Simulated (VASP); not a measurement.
Runs of VASP 6.6.1 on ErO. The structure is that of space group F-43m (No. 216), or close to it. The cells are those of the table. The cell was built from a structure type or drawn by symmetry, and may not be a known phase.

```csv
task,cell,k mesh,gap on the mesh (eV),pressure (GPa),relaxed volume (Å³/atom)
relaxation of cell and atoms,"relaxed from a = 3.838 Å, angles 60.0°, 2 atoms",6 × 6 × 6,none,-0.1,17.76
single point,"a = 3.675 Å, angles 60.0°, 2 atoms",6 × 6 × 6,none,1.4,-
single point,"a = 3.838 Å, angles 60.0°, 2 atoms",6 × 6 × 6,none,-10.5,-
relaxation of cell and atoms,"relaxed from a = 3.675 Å, angles 60.0°, 2 atoms",18 × 18 × 18,none,0.0,(a)
single point,"a = 3.677 Å, angles 60.0°, 2 atoms",18 × 18 × 18,none,1.4,-
```

Alike in all rows: level PBE; potentials or basis VASP PAW PBE potentials, release 64 (Er_3, O), 4f in core; no spin polarisation; cutoff (eV) 600; smearing gaussian 0.1 eV.

Task: Estimate the missing entries.

Result: (a) 17.79.

Caveats: spin-orbit coupling is left out, which moves the levels of the heavy elements; the 4f electrons are frozen in the core, so they carry no moment and show no levels; an odd number of electrons without spin polarisation forces a metal; a magnetic or distorted state may lie lower; the run has no spin polarisation, though such a crystal can be magnetic; the cell stands under tension (at least some runs).

A k mesh can miss the band edges, and the runs leave out spin-orbit coupling on Er.

A gap of «none» marks levels without a gap at the run's occupations.
